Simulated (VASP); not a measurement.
PbSe (Clausthalite):

```
CELL_PARAMETERS angstrom
0.00000 3.06065 3.06065
3.06065 0.00000 3.06065
3.06065 3.06065 0.00000
ATOMIC_POSITIONS crystal
Pb 0.00000 0.00000 0.00000
Se 0.50000 0.50000 0.50000
```

Program: VASP 6.6.1. Alike in all runs: task single point; no spin polarisation; cell as given; k mesh 6 × 6 × 6; cutoff (eV) 520; smearing fermi-dirac 0.01 eV.

Question: Order these runs on this cell by their band gap on the k mesh, lowest first.
A. level revPBE; potentials or basis VASP PAW PBE potentials, release 64 (Pb_d, Se)
B. level r2SCAN; potentials or basis VASP PAW PBE potentials, release 64 (Pb_d, Se)
C. level LDA; potentials or basis VASP PAW LDA potentials, release 64 (Pb_d, Se)

Answer: C (0.16 eV), A (0.35 eV), B (0.58 eV).

Caveats: spin-orbit coupling is left out, which moves the levels of the heavy elements.

A k mesh can miss the band edges.
